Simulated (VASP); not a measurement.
A run of VASP 6.6.1 is set up as follows.

The input INCAR:

```
ALGO = Normal ; EDIFF = 1E-6
ENCUT = 520 ; ISIF = 2
ISMEAR = 0 ; LASPH = T
LCHARG = T ; LELF = T
LREAL = F ; LVHAR = T
LWAVE = F ; NBANDS = 26
NELM = 60 ; PREC = Accurate
SIGMA = 0.05
```

KPOINTS

```
k-points
0
Gamma
  9 9 4
```

POSCAR

```
ZnO
1.0
    3.2386476513      0.0000000000      0.0000000000
   -1.6193238256      2.8047511399      0.0000000000
    0.0000000000      0.0000000000      7.2373979702
Zn O
2 2
Direct
    0.0000000000      0.0000000000      0.7500000000
    0.0000000000      0.0000000000      0.2500000000
    0.3333333333      0.6666666667      0.2500000000
    0.6666666667      0.3333333333      0.7500000000
```

Potentials or basis: VASP PAW LDA potentials, release 64 (Zn, O).

Run with:

```console
$ cat potpaw_LDA.64/Zn/POTCAR potpaw_LDA.64/O/POTCAR > POTCAR
$ mpirun -np 1 vasp_std > vasp.out
```

Task: Predict the band gap on the k mesh.

Result: 0.79 eV.

Task: Predict the pressure.

Result: -3.4 GPa.

Stress tensor (GPa, compression positive):
```
-4.21  0.00  0.00
 0.00 -4.21  0.00
 0.00  0.00 -1.77
```

Caveat: the cell differs from its parent crystal (strain -0.015 along x and y, +0.015 along z); the cell stands under tension; an odd mesh through Γ misses points on the zone boundary, where band edges can lie.
